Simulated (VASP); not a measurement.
Here is a VASP 6.6.1 calculation.

File POSCAR:

```
Se
1.0
    4.5065009996      0.0000000000      0.0000000000
   -2.2532504998      3.9027443478      0.0000000000
    0.0000000000      0.0000000000      4.9910375370
Se
3
Direct
    0.2170456150      0.0000000000      0.3333333333
    0.0000000000      0.2170456150      0.6666666667
    0.7829543850      0.7829543850      0.0000000000
```

The input INCAR.step1:

```
PREC = Accurate
ENCUT = 520
ISMEAR = -1
SIGMA = 0.05
LREAL = F
LASPH = T
NELM = 100
NBANDS = 16
GGA = PE
ALGO = Normal
EDIFF = 1E-4
LWAVE = T
LCHARG = F
```

The input INCAR.step2:

```
PREC = Accurate
ENCUT = 520
EDIFF = 1E-6
ISMEAR = -1
SIGMA = 0.05
LREAL = F
LASPH = T
NELM = 100
ALGO = Normal
ISIF = 2
LWAVE = F
LCHARG = F
METAGGA = R2SCAN
LMIXTAU = T
NBANDS = 16
ISTART = 1
```

The input KPOINTS:

```
regular mesh
0
Gamma
  6 6 5
```

Potentials or basis: VASP PAW PBE potentials, release 64 (Se).

Command:

```bash
$ cat potpaw_PBE.64/Se/POTCAR > POTCAR
$ cp INCAR.step1 INCAR
$ mpirun -np 1 vasp_std > vasp.out
$ cp INCAR.step2 INCAR
$ mpirun -np 1 vasp_std > vasp.out
```

**Question.** Estimate the band gap on the k mesh.

**Answer.** 1.74 eV, indirect (least direct gap 1.78 eV).

**Question.** Estimate the pressure.

**Answer.** 0.0 GPa.

Caveat: the PAW data sets were made with another functional, which shifts forces and pressure a little. r2SCAN opens gaps a little over a GGA but as a rule still falls short of measured ones.
